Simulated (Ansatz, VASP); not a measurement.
Al: VASP beside Ansatz

INCAR

```
SYSTEM = Al
ALGO = Normal
EDIFF = 1E-6
EDIFFG = -0.003
ENCUT = 600
GGA = PE
IBRION = 2
ISIF = 3
ISMEAR = 0
LASPH = .True.
LCHARG = .False.
LREAL = .False.
LWAVE = .False.
NELM = 60
NSW = 80
PREC = Accurate
SIGMA = 0.1
```

Contents of KPOINTS:

```
k-points
0
Gamma
  24 24 24
  0 0 0
```

POSCAR

```
Al
1.0
    0.0000000000      2.0250000000      2.0250000000
    2.0250000000      0.0000000000      2.0250000000
    2.0250000000      2.0250000000      0.0000000000
Al
1
Direct
    0.0000000000      0.0000000000      0.0000000000
```

Input for Ansatz:

```yaml
crystal:
  lattice:
    - [0.0, 2.025, 2.025]
    - [2.025, 0.0, 2.025]
    - [2.025, 2.025, 0.0]
  atoms:
    - { symbol: Al, position: [0.0, 0.0, 0.0] }
scf:
  occupations: { method: gaussian, width: 0.1 }
output:
  forces: true
  stress: true
  eigenvalues: true
  write_density: true
  write_potential: true
  elf: true
  volumetric_format: npy
hamiltonian:
  xc: pbe
relax:
  f_tol: 0.003
  max_steps: 60
  cell: { stress_tol: 0.02 }
kpoints:
  mp_grid: { grid: [24, 24, 24] }
```

Alike in both runs: task relaxation of cell and atoms; functional PBE; k mesh 24 × 24 × 24; occupations gaussian, width 0.1 eV; no spin polarisation.

```csv
,VASP,Ansatz
version,VASP 6.6.1,Ansatz 0.2.0
potentials or method,"VASP PAW PBE potentials, release 64 (Al)","scalar-relativistic, plane waves, PAW"
plane-wave cutoff (eV),600,420
valence electrons in the cell,3,3
```

VASP gave:

* gap on the k mesh at the Fermi level, each at its own relaxed structure (eV): none
* relaxed volume (Å³/atom): 16.47
* relaxed cell length with the largest relative difference (Å): 2.856

**Question.** Which values does Ansatz return?

**Answer.** gap on the k mesh at the Fermi level, each at its own relaxed structure (eV): none; relaxed volume (Å³/atom): 16.48; relaxed cell length with the largest relative difference (Å): 2.857.

A gap of «none» marks a metal or a gap that the smearing closes.
